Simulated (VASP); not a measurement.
N, 24 atoms in the cell. The cell holds an amorphous packing of atoms, 24 atoms: a = 8.862 Å, b = 8.862 Å, c = 8.862 Å, α = 90.00°, β = 90.00°, γ = 90.00°. 

* Program: VASP 6.6.1
* Task: single point
* Functional: PBE
* Dispersion: D3(BJ)
* Potentials or basis: VASP PAW PBE potentials, release 64 (N)
* Cutoff: 520 eV
* k mesh: 1 × 1 × 1
* Occupations: fermi-dirac, width 0.05 eV
* Spin: no spin polarisation
* Dipole correction: no
* Further INCAR settings: LREAL = Auto; ALGO = Normal; EDIFF = 1e-07; NBANDS = 78

Potentials or basis: VASP PAW PBE potentials, release 64 (N).

Run with:

```sh
$ cat potpaw_PBE.64/N/POTCAR > POTCAR
$ mpirun -np 1 vasp_gam > vasp.out
```

Hardware: 1 thread of Intel(R) Xeon(R) 6975P-C (Granite Rapids), on a shared host.

How long does it take, and how much memory?

It took 74 s on 1 thread of Intel(R) Xeon(R) 6975P-C (Granite Rapids), on a shared host, peak memory 0.6 GiB. Counts: scf iterations 19, k points 1.
